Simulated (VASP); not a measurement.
# W (Im-3m) in VASP: further runs, part 2 of 2

VASP 6.6.1. Earlier steps stand in the parts before.

## 5. Single point, r2SCAN

This run uses another cell than the first one, of 15.53 Å³/atom, 0.975 times its volume.

POSCAR reads:

```
W
1.0
   -1.5716906810      1.5716906810      1.5716906810
    1.5716906810     -1.5716906810      1.5716906810
    1.5716906810      1.5716906810     -1.5716906810
W
1
Direct
    0.0000000000      0.0000000000      0.0000000000
```

INCAR.step1 reads:

```
  ALGO = Normal
  EDIFF = 1E-4
  ENCUT = 520
  GGA = PE
  ISMEAR = 0
  LASPH = T
  LCHARG = F
  LREAL = F
  LWAVE = T
  NBANDS = 13
  NELM = 60
  PREC = Accurate
  SIGMA = 0.1
```

INCAR.step2 reads:

```
  ALGO = Normal
  EDIFF = 1E-6
  ENCUT = 520
  ISIF = 2
  ISMEAR = 0
  ISTART = 1
  LASPH = T
  LCHARG = F
  LMIXTAU = T
  LREAL = F
  LWAVE = F
  METAGGA = R2SCAN
  NBANDS = 13
  NELM = 60
  PREC = Accurate
  SIGMA = 0.1
```

KPOINTS reads:

```
k-points
0
Gamma
  18 18 18
```

Potentials or basis: VASP PAW PBE potentials, release 64 (W_sv).

Command:

```
cat potpaw_PBE.64/W_sv/POTCAR > POTCAR
cp INCAR.step1 INCAR
mpirun -np 1 vasp_std > vasp.out
cp INCAR.step2 INCAR
mpirun -np 1 vasp_std > vasp.out
```

OUTCAR:

```text
EDIFF = 1E-6
   ENCUT = 520
   ISIF = 2
   ISMEAR = 0
   ISTART = 1
   LASPH = T
   LREAL = F
   METAGGA = R2SCAN
   NELM = 60
   PREC = Accurate

 ion  position               nearest neighbor table
   1  0.000  0.000  0.000-

  LATTYP: Found a body centered cubic cell.
 ALAT       =     3.1433813620

  Lattice vectors:

 A1 = (  -1.5716906810,   1.5716906810,   1.5716906810)
 A2 = (   1.5716906810,  -1.5716906810,   1.5716906810)
 A3 = (   1.5716906810,   1.5716906810,  -1.5716906810)

Analysis of symmetry for initial positions (statically):
=====================================================================
 Subroutine PRICEL returns:
 Original cell was already a primitive cell.

 Routine SETGRP: Setting up the symmetry group for a
 body centered cubic supercell.

 Subroutine GETGRP returns: Found 48 space group operations
 (whereof 48 operations were pure point group operations)
 out of a pool of 48 trial point group operations.

The static configuration has the point symmetry O_h .

Analysis of symmetry for dynamics (positions and initial velocities):
=====================================================================
[... 161 lines left out ...]
 Fermi energy:        11.5827594171

 k-point     1 :       0.0000    0.0000    0.0000
  band No.  band energies     occupation
      1     -64.4921      2.00000
      2     -27.3184      2.00000
      3     -27.3184      2.00000
      4     -27.3184      2.00000
      5       1.3454      2.00000
      6      10.2735      2.00000
      7      10.2735      2.00000
      8      10.2735      2.00000
      9      14.2019      0.00000
     10      14.2019      0.00000
     11      26.8931      0.00000
     12      26.8931      0.00000
     13      26.8931      0.00000
[... 354 lines left out ...]
  band No.  band energies     occupation
      1     -64.3263      2.00000
      2     -28.6958      2.00000
      3     -27.8310      2.00000
      4     -27.3923      2.00000
      5       5.3569      2.00000
      6       7.8999      2.00000
      7      10.9093      2.00000
      8      13.8935      0.00000
      9      15.3441      0.00000
     10      18.4162      0.00000
     11      23.4140      0.00000
     12      24.9021      0.00000
     13      29.5129      0.00000

 [... further k-points ...]
[... 5 lines left out ...]
  --------------------------------------------------------------------------------------
  -------------------------------------------------------------------------------------
  Total        0.9069151      0.9069151      0.9069151     -0.0000000     -0.0000000     -0.0000000
  in kB       93.5655516     93.5655516     93.5655516     -0.0000000     -0.0000000     -0.0000000
  external PRESSURE =      93.5655516 kB  Pullay stress =       0.0000000 kB

 VOLUME and BASIS-vectors are now :
 -----------------------------------------------------------------------------
  energy-cutoff  :      520.00
  volume of cell :       15.53
      direct lattice vectors                 reciprocal lattice vectors
    -1.571690681  1.571690681  1.571690681     0.000000000  0.318128755  0.318128755
     1.571690681 -1.571690681  1.571690681     0.318128755  0.000000000  0.318128755
     1.571690681  1.571690681 -1.571690681     0.318128755  0.318128755  0.000000000

 POSITION                                       TOTAL-FORCE (eV/Angst)
 -----------------------------------------------------------------------------------
      0.00000      0.00000      0.00000        -0.000000      0.000000      0.000000
 -----------------------------------------------------------------------------------
    total drift:                                0.000000     -0.000000      0.000000

  FREE ENERGIE OF THE ION-ELECTRON SYSTEM (eV)
  ---------------------------------------------------
  free  energy   TOTEN  =       -51.3351692892 eV

  energy  without entropy=      -51.3318080261  energy(sigma->0) =      -51.33348866
```

OUTCAR.step1:

```text
EDIFF = 1E-4
   ENCUT = 520
   GGA = PE
   ISMEAR = 0
   LASPH = T
[... 599 lines left out ...]

 POSITION                                       TOTAL-FORCE (eV/Angst)
 -----------------------------------------------------------------------------------
      0.00000      0.00000      0.00000        -0.000000     -0.000000      0.000000
 -----------------------------------------------------------------------------------
    total drift:                                0.000000     -0.000000      0.000000

  FREE ENERGIE OF THE ION-ELECTRON SYSTEM (eV)
  ---------------------------------------------------
  free  energy   TOTEN  =       -12.9256526345 eV

  energy  without entropy=      -12.9222652047  energy(sigma->0) =      -12.92395892
```

OSZICAR.step1:

```text
N       E                     dE             d eps       ncg     rms          rms(c)
DAV:   1     0.854580896135E+02    0.85458E+02   -0.74952E+03  5080   0.124E+03
DAV:   2    -0.118773582512E+02   -0.97335E+02   -0.93624E+02  5740   0.319E+02
DAV:   3    -0.135182715836E+02   -0.16409E+01   -0.16346E+01  5600   0.400E+01
DAV:   4    -0.135247482235E+02   -0.64766E-02   -0.64765E-02  5700   0.276E+00
DAV:   5    -0.135247988360E+02   -0.50612E-04   -0.50611E-04  5535   0.232E-01    0.217E+01
DAV:   6    -0.130538521006E+02    0.47095E+00   -0.38343E-01  5270   0.839E+00    0.891E+00
DAV:   7    -0.129297114681E+02    0.12414E+00   -0.20355E-01  5655   0.581E+00    0.571E-01
DAV:   8    -0.129256308046E+02    0.40807E-02   -0.41552E-03  5165   0.838E-01    0.815E-02
DAV:   9    -0.129256526345E+02   -0.21830E-04   -0.43459E-05  3865   0.840E-02
   1 F= -.12925653E+02 E0= -.12923959E+02  d E =-.338743E-02
```

Run time: 86 s. Hardware: 1 thread of AMD EPYC 9R14 (Zen 4), shared host; peak memory 0.12 GiB.

Results:

```yaml
Free_energy: -51.3352 eV
Pressure: 9.4 GPa
Band_gap_on_the_k_mesh: zero (band 7 reaches 17.09 eV, above the bottom of band 8 at 10.27 eV)
```

Caveat: the PAW data sets were made with another functional, which shifts forces and pressure a little; spin-orbit coupling is left out, which moves the levels of the heavy elements.

## 6. Overview

```csv
cell,k mesh,gap on the mesh (eV),pressure (GPa)
"a = 2.746 Å, angles 109.5°, 1 atom",8 × 8 × 8,none,1.0
"a = 2.673 Å, angles 109.5°, 1 atom",18 × 18 × 18,none,31.7
"a = 2.705 Å, angles 109.5°, 1 atom",18 × 18 × 18,none,16.5
"a = 2.722 Å, angles 109.5°, 1 atom",18 × 18 × 18,none,9.4
```

Alike in all rows: task single point; level r2SCAN; potentials or basis VASP PAW PBE potentials, release 64 (W_sv); no spin polarisation; cutoff (eV) 520; smearing gaussian 0.1 eV.

Caveats: the PAW data sets were made with another functional, which shifts forces and pressure a little; spin-orbit coupling is left out, which moves the levels of the heavy elements.

Absolute energies hang on the potentials; compare differences alone.
